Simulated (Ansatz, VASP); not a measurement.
**CsPbBr3 in VASP and in Ansatz**

The input POSCAR:

```
CsPbBr3
1.0
    5.9176150000      0.0000000000      0.0000000000
    0.0000000000      5.9176150000      0.0000000000
    0.0000000000      0.0000000000      5.9176150000
Br Pb Cs
3 1 1
Direct
    0.0000000000      0.5000000000      0.5000000000
    0.5000000000      0.0000000000      0.5000000000
    0.5000000000      0.5000000000      0.0000000000
    0.5000000000      0.5000000000      0.5000000000
    0.0000000000      0.0000000000      0.0000000000
```

INCAR.step1

```
  PREC = Accurate
  ENCUT = 520
  ISMEAR = 1
  SIGMA = 0.0575
  LREAL = F
  LASPH = T
  NELM = 80
  NBANDS = 30
  GGA = PE
  ALGO = Normal
  EDIFF = 1E-4
  LWAVE = T
  LCHARG = F
```

INCAR.step2

```
  PREC = Accurate
  ENCUT = 520
  EDIFF = 1E-6
  ISMEAR = 1
  SIGMA = 0.0575
  LREAL = F
  LASPH = T
  NELM = 80
  ALGO = Normal
  ISIF = 2
  LWAVE = F
  LCHARG = F
  METAGGA = R2SCAN
  LMIXTAU = T
  NBANDS = 30
  ISTART = 1
```

The input KPOINTS:

```
Automatic mesh
0
Gamma
  3 3 3
```

Input for Ansatz:

```yaml
crystal:
  lattice:
    - [5.917615, 0.0, 0.0]
    - [0.0, 5.917615, 0.0]
    - [0.0, 0.0, 5.917615]
  atoms:
    - { symbol: Br, position: [0.0, 0.5, 0.5] }
    - { symbol: Br, position: [0.5, 0.0, 0.5] }
    - { symbol: Br, position: [0.5, 0.5, 0.0] }
    - { symbol: Pb, position: [0.5, 0.5, 0.5] }
    - { symbol: Cs, position: [0.0, 0.0, 0.0] }
  symmetry: { tolerance: 0.0003 }
kpoints:
  mp_grid: { grid: [3, 3, 3], shift: [0, 0, 0] }
magnetization:
  spin_polarized: false
scf:
  occupations: { method: methfessel_paxton, width: 0.0575 }
hamiltonian:
  pseudopotentials: { kind: paw }
  xc: r2scan
basis:
  ecutwfc: 500
output:
  forces: true
  stress: true
  eigenvalues: true
  write_density: true
  write_potential: true
  elf: true
  volumetric_format: npy
```

Alike in both runs: task single point; functional r2SCAN; k mesh 3 × 3 × 3; occupations methfessel-paxton of order 1, width 0.0575 eV; no spin polarisation.

```csv
,VASP,Ansatz
version,VASP 6.6.1,Ansatz 0.2.0
potentials or method,"VASP PAW PBE potentials, release 64 (Br, Pb_d, Cs_sv), cutoff 520 eV",PAW plane waves
valence electrons in the cell,44,44
```

```tsv
	VASP	Ansatz	Ansatz less VASP
gap on the k mesh at the Fermi level (eV)	4.34	4.33	-0.007
pressure (GPa)	-0.1	-0.1	0.00
```

VASP's potentials were made for PBE, not for r2SCAN. The functional is the same, so the differences come from potentials, cutoffs and numerics.

Neither program's run includes spin-orbit coupling.
